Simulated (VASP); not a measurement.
Crystal: ZrH.

```xyz
4
Lattice="3.2428 0.0000 0.0000 0.0000 3.2428 0.0000 0.0000 0.0000 4.9480" Properties=species:S:1:pos:R:3 pbc="T T T"
Zr    0.0000    1.6214    0.0000
Zr    1.6214    0.0000    2.4740
H     0.0000    0.0000    3.7110
H     0.0000    0.0000    1.2370
```

Base run:

| Quantity | Value |
| --- | --- |
| Program | VASP 6.6.1 |
| Functional | PBEsol |
| Potentials or basis | VASP PAW PBE potentials, release 64 (Zr_sv, H) |
| Cutoff | 500 eV |
| k mesh | 9 × 9 × 6 |
| Occupations | methfessel-paxton, width 0.1 eV |
| Spin | no spin polarisation |

Its results: band gap on the k mesh zero (bands 13 and 14 overlap by 1.03 eV); pressure -2.6 GPa.

Q: The run is repeated on the same cell with these changes: k mesh from 9 × 9 × 6 to 2 × 2 × 2. What comes out?

A: Band gap on the k mesh zero (bands 13 and 14 overlap by 0.60 eV); pressure -4.0 GPa.

Caveats: some runs use coarse meshes; the PAW data sets were made with another functional, which shifts forces and pressure a little.
